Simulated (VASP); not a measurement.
# PbS (I4mm) in VASP: notebook, part 2 of 2

VASP 6.6.1. The steps go on from the part before.

### 5 Single point, PBE (all S atoms moved +0.438 Å, as atom 2 along Cartesian [0 0 1])

File INCAR:

```
  PREC = Accurate
  ENCUT = 520
  EDIFF = 1E-6
  ISMEAR = 0
  SIGMA = 0.03
  LREAL = False
  LASPH = True
  NELM = 60
  ALGO = Normal
  ISIF = 2
  LWAVE = False
  LCHARG = False
  GGA = PE
  NBANDS = 17
```

File KPOINTS:

```
Automatic mesh
0
Gamma
  10 10 10
```

File POSCAR:

```
PbS
1.0
    0.0000000000      2.9650000000      2.9650000000
    2.9650000000      0.0000000000      2.9650000000
    2.9650000000      2.9650000000      0.0000000000
Pb S
1 1
Direct
    0.0000000000      0.0000000000      0.0000000000
    0.5737774030      0.5737774030      0.4262225970
```

Potentials or basis: VASP PAW PBE potentials, release 64 (Pb_d, S).

Run with:

```sh
$ cat potpaw_PBE.64/Pb_d/POTCAR potpaw_PBE.64/S/POTCAR > POTCAR
$ mpirun -np 1 vasp_std > vasp.out
```

OUTCAR:

```text
PREC = Accurate
   ENCUT = 520
   EDIFF = 1E-6
   ISMEAR = 0
   LREAL = False
   LASPH = True
   NELM = 60
   ISIF = 2
   GGA = PE

 ion  position               nearest neighbor table
   1  0.000  0.000  0.000-   2 2.53   2 3.00   2 3.00   2 3.00   2 3.00   2 3.40
   2  0.574  0.574  0.426-   1 2.53   1 3.00   1 3.00   1 3.00   1 3.00   1 3.40

  LATTYP: Found a face centered cubic cell.
 ALAT       =     5.9300000000

  Lattice vectors:

 A1 = (   0.0000000000,   2.9650000000,   2.9650000000)
 A2 = (   2.9650000000,   0.0000000000,   2.9650000000)
 A3 = (   2.9650000000,   2.9650000000,   0.0000000000)

Analysis of symmetry for initial positions (statically):
=====================================================================
 Subroutine PRICEL returns:
 Original cell was already a primitive cell.

 Routine SETGRP: Setting up the symmetry group for a
 face centered cubic supercell.

 Subroutine GETGRP returns: Found  8 space group operations
 (whereof  8 operations were pure point group operations)
 out of a pool of 48 trial point group operations.

The static configuration has the point symmetry C_4v.

[... 159 lines left out ...]

 E-fermi :   5.5017     XC(G=0):  -9.6461

 val. band max:        5.3807455752   @ k =   0.5000   0.0000   0.0000
 cond. band min:       6.7543740277   @ k =   0.5000   0.0000   0.0000
 fundamental gap:      1.3736284525
 Fermi energy:         5.5016648433

 k-point     1 :       0.0000    0.0000    0.0000
  band No.  band energies     occupation
      1     -10.9768      2.00000
      2     -10.9525      2.00000
      3     -10.9338      2.00000
      4     -10.9192      2.00000
      5     -10.9192      2.00000
      6      -8.0023      2.00000
[... 457 lines left out ...]
      4     -10.9150      2.00000
      5     -10.9050      2.00000
      6      -7.7712      2.00000
[... 9 lines left out ...]
     16      13.8213      0.00000
     17      15.2727      0.00000

 [... further k-points ...]

------------------------ aborting loop because EDIFF is reached ----------------------------------------

  FORCE on cell =-STRESS in cart. coord.  units (eV):
  Direction    XX          YY          ZZ          XY          YZ          ZX
  --------------------------------------------------------------------------------------
  -------------------------------------------------------------------------------------
  Total        0.8410675      0.8410675      3.8733704      0.0000000     -0.0000000      0.0000000
  in kB       25.8486175     25.8486175    119.0407125      0.0000000     -0.0000000      0.0000000
  external PRESSURE =      56.9126491 kB  Pullay stress =       0.0000000 kB

 VOLUME and BASIS-vectors are now :
 -----------------------------------------------------------------------------
  energy-cutoff  :      520.00
  volume of cell :       52.13
      direct lattice vectors                 reciprocal lattice vectors
     0.000000000  2.965000000  2.965000000    -0.168634064  0.168634064  0.168634064
     2.965000000  0.000000000  2.965000000     0.168634064 -0.168634064  0.168634064
     2.965000000  2.965000000  0.000000000     0.168634064  0.168634064 -0.168634064

 POSITION                                       TOTAL-FORCE (eV/Angst)
 -----------------------------------------------------------------------------------
      0.00000      0.00000      0.00000         0.000000      0.000000      1.277715
      2.96500      2.96500      3.40250         0.000000      0.000000     -1.277715
 -----------------------------------------------------------------------------------
    total drift:                                0.000000      0.000000     -0.000158

  FREE ENERGIE OF THE ION-ELECTRON SYSTEM (eV)
  ---------------------------------------------------
  free  energy   TOTEN  =        -8.5853916909 eV

  energy  without entropy=       -8.5853916909  energy(sigma->0) =       -8.58539169
```

stdout:

```text
POSCAR found type information on POSCAR PbS
 POSCAR found :  2 types and       2 ions
 scaLAPACK will be used
 LDA part: xc-table for (Slater+PW92), standard interpolation
 POSCAR, INCAR and KPOINTS ok, starting setup
 FFT: planning ... GRIDC
 FFT: planning ... GRID_SOFT
 FFT: planning ... GRID
 WAVECAR not read
 entering main loop
```

Wall time 97 s (1 thread of Intel Xeon 8259CL, shared host); peak memory 0.23 GiB.

What came out:

- Free energy: -8.5854 eV
- Pressure: 5.7 GPa
- Largest force: 1.278 eV/Å
- Band gap on the k mesh: 1.37 eV

Forces in eV/Å, atoms in the order of the input:
```
Pb   0.000  0.000  1.278
S    0.000  0.000 -1.278
```

Levels at points of the mesh, in eV from the valence-band top:
```csv
k point,band 8,band 9,band 10,band 11,band 12,band 13
"(0.00, 0.00, 0.00)",-2.04,-1.64,-1.64,4.63,4.63,5.96
"(0.50, 0.00, 0.00)",-1.91,-1.50,0.00,1.37,2.56,3.25
"(0.50, 0.50, 0.00)",-3.82,-3.07,-3.07,4.31,6.22,6.22
"(0.00, 0.50, 0.50)",-4.79,-2.92,-2.83,3.11,5.97,6.74
```

Caveat: the cell differs from its parent crystal (all S atoms moved +0.438 Å, as atom 2 along Cartesian [0 0 1]); the stress differs along the axes, from 3 to 12 GPa; spin-orbit coupling is left out, which moves the levels of the heavy elements; forces of over 1 eV/Å act on the atoms, so gaps and moduli don't describe the material at rest.

### 6 Single point, PBE (all S atoms moved +0.312 Å, as atom 2 along Cartesian [0 0 1])

File INCAR:

```
ALGO = Normal ; EDIFF = 1E-7
ENCUT = 520 ; GGA = PE
ISIF = 2 ; ISMEAR = 0
LASPH = True ; LCHARG = False
LREAL = False ; LWAVE = False
NBANDS = 17 ; NELM = 80
PREC = Accurate ; SIGMA = 0.03
```

File KPOINTS:

```
k-points
0
Gamma
  10 10 10
```

POSCAR: that of step 5 with these lines changed.

```diff
@@ -9,2 +9,2 @@
     0.0000000000      0.0000000000      0.0000000000
-    0.5737774030      0.5737774030      0.4262225970
+    0.5526981450      0.5526981450      0.4473018550
```

Potentials or basis: VASP PAW PBE potentials, release 64 (Pb_d, S).

Run with:

```sh
$ cat potpaw_PBE.64/Pb_d/POTCAR potpaw_PBE.64/S/POTCAR > POTCAR
$ mpirun -np 1 vasp_std > vasp.out
```

Wall time 1.8 min (1 thread of Intel Xeon 8259CL, shared host); peak memory 0.24 GiB.

It converged, with:

* Free energy: -8.6963 eV
* Pressure: 3.8 GPa
* Largest force: 0.565 eV/Å
* Band gap on the k mesh: 1.01 eV

Forces in eV/Å, atoms in the order of the input:
```
Pb   0.000  0.000  0.565
S    0.000  0.000 -0.565
```

Stress tensor (GPa, compression positive):
```
2.38 0.00 0.00
0.00 2.38 0.00
0.00 0.00 6.78
```

Levels at points of the mesh, in eV from the valence-band top:
```tsv
k point	band 7	band 8	band 9	band 10	band 11	band 12	band 13	band 14
(0.00, 0.00, 0.00)	-5.66	-2.05	-1.84	-1.84	4.87	4.87	5.65	6.99
(0.50, 0.00, 0.00)	-8.50	-1.83	-1.58	0.00	1.01	2.33	2.71	8.71
(0.50, 0.50, 0.00)	-7.48	-4.36	-3.19	-3.19	4.15	6.02	6.02	6.04
(0.00, 0.50, 0.50)	-6.90	-4.93	-3.13	-3.07	3.43	5.84	6.29	6.66
```

Caveat: the cell differs from its parent crystal (all S atoms moved +0.312 Å, as atom 2 along Cartesian [0 0 1]); the cell stands under pressure; spin-orbit coupling is left out, which moves the levels of the heavy elements.

### 7 Single point, PBE (all S atoms moved +0.188 Å, as atom 2 along Cartesian [0 0 1])

INCAR: that of step 6 with these lines changed.

```diff
@@ -5,3 +5,3 @@
 LREAL = False ; LWAVE = False
-NBANDS = 17 ; NELM = 80
+NBANDS = 17 ; NELM = 100
 PREC = Accurate ; SIGMA = 0.03
```

KPOINTS is that of step 6.

POSCAR: that of step 6 with these lines changed.

```diff
@@ -9,2 +9,2 @@
     0.0000000000      0.0000000000      0.0000000000
-    0.5526981450      0.5526981450      0.4473018550
+    0.5316188870      0.5316188870      0.4683811130
```

Run with:

```sh
$ cat potpaw_PBE.64/Pb_d/POTCAR potpaw_PBE.64/S/POTCAR > POTCAR
$ mpirun -np 1 vasp_std > vasp.out
```

Wall time 1.7 min (1 thread of Intel Xeon 8259CL, shared host); peak memory 0.23 GiB.

Results (log left out):

* Free energy: -8.7409 eV
* Pressure: 2.8 GPa
* Largest force: 0.195 eV/Å
* Band gap on the k mesh: 0.67 eV

Forces in eV/Å, atoms in the order of the input:
```
Pb   0.000  0.000  0.195
S    0.000  0.000 -0.195
```

Stress tensor (GPa, compression positive):
```
2.26 0.00 0.00
0.00 2.26 0.00
0.00 0.00 3.76
```

Levels at points of the mesh, in eV from the valence-band top:
```tsv
k point	band 6	band 7	band 8	band 9	band 10	band 11	band 12	band 13	band 14	band 15
(0.00, 0.00, 0.00)	-13.51	-5.86	-2.10	-2.02	-2.02	5.08	5.08	5.40	6.86	7.14
(0.50, 0.00, 0.00)	-12.27	-8.69	-1.78	-1.68	0.00	0.67	2.13	2.27	8.71	10.26
(0.50, 0.50, 0.00)	-11.79	-7.30	-4.84	-3.32	-3.32	4.00	5.78	5.84	5.84	11.25
(0.00, 0.50, 0.50)	-11.84	-7.06	-5.07	-3.30	-3.28	3.69	5.71	5.94	6.12	11.26
```

Caveat: the cell differs from its parent crystal (all S atoms moved +0.188 Å, as atom 2 along Cartesian [0 0 1]); spin-orbit coupling is left out, which moves the levels of the heavy elements. A k mesh can miss the band edges.

### 8 Overview

| cell | gap on the mesh (eV) | pressure (GPa) | largest force (eV/Å) |
| --- | --- | --- | --- |
| as given, atomic positions A | 1.50 | 7.0 | 1.81 |
| as given, atomic positions B | 1.19 | 4.7 | 0.87 |
| as given, atomic positions C | 0.84 | 3.2 | 0.35 |
| as given, atomic positions D | 1.37 | 5.7 | 1.28 |
| as given, atomic positions E | 1.01 | 3.8 | 0.57 |
| as given, atomic positions F | 0.67 | 2.8 | 0.19 |

Alike in all rows: task single point; level PBE; potentials or basis VASP PAW PBE potentials, release 64 (Pb_d, S); no spin polarisation; k mesh 10 × 10 × 10; cutoff (eV) 520; smearing gaussian 0.03 eV.

Caveats: spin-orbit coupling is left out, which moves the levels of the heavy elements; forces of over 1 eV/Å act on the atoms, so gaps and moduli don't describe the material at rest (at least some runs); the cell stands under pressure (at least some runs); the stress differs along the axes, from 3 to 15 GPa (at least some runs); the stress differs along the axes, from 2 to 9 GPa (at least some runs); the stress differs along the axes, from 3 to 12 GPa (at least some runs).

Absolute energies hang on the potentials; compare differences alone.
